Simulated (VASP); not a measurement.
A run of VASP 6.6.1:

Contents of POSCAR:

```
Cd
1.0
    2.9615993458      0.0000000000      0.0000000000
   -1.4807996729      2.5648202693      0.0000000000
    0.0000000000      0.0000000000      5.7997405006
Cd
2
Direct
    0.3333333333      0.6666666667      0.2500000000
    0.6666666667      0.3333333333      0.7500000000
```

Contents of INCAR.step1:

```
PREC = Accurate
ENCUT = 520
ISMEAR = 0
SIGMA = 0.1
LREAL = F
LASPH = T
NELM = 80
NBANDS = 19
GGA = PE
ALGO = Normal
EDIFF = 1E-4
LWAVE = T
LCHARG = F
```

The input INCAR.step2:

```
PREC = Accurate
ENCUT = 520
EDIFF = 1E-6
ISMEAR = 0
SIGMA = 0.1
LREAL = F
LASPH = T
NELM = 80
ALGO = Normal
ISIF = 2
LWAVE = F
LCHARG = F
METAGGA = R2SCAN
LMIXTAU = T
NBANDS = 19
ISTART = 1
```

The input KPOINTS:

```
regular mesh
0
Gamma
  18 18 8
```

Potentials or basis: VASP PAW PBE potentials, release 64 (Cd).

Run with:

```sh
$ cat potpaw_PBE.64/Cd/POTCAR > POTCAR
$ cp INCAR.step1 INCAR
$ mpirun -np 1 vasp_std > vasp.out
$ cp INCAR.step2 INCAR
$ mpirun -np 1 vasp_std > vasp.out
```

Hardware: 1 thread of Intel(R) Xeon(R) Platinum 8375C CPU @ 2.90GHz (Ice Lake), with other jobs on the host.

Estimate the wall time of this run.

Wall time 5.3 min on 1 thread of Intel(R) Xeon(R) Platinum 8375C CPU @ 2.90GHz (Ice Lake), with other jobs on the host, peak memory 0.26 GiB. Counts: k points 185.
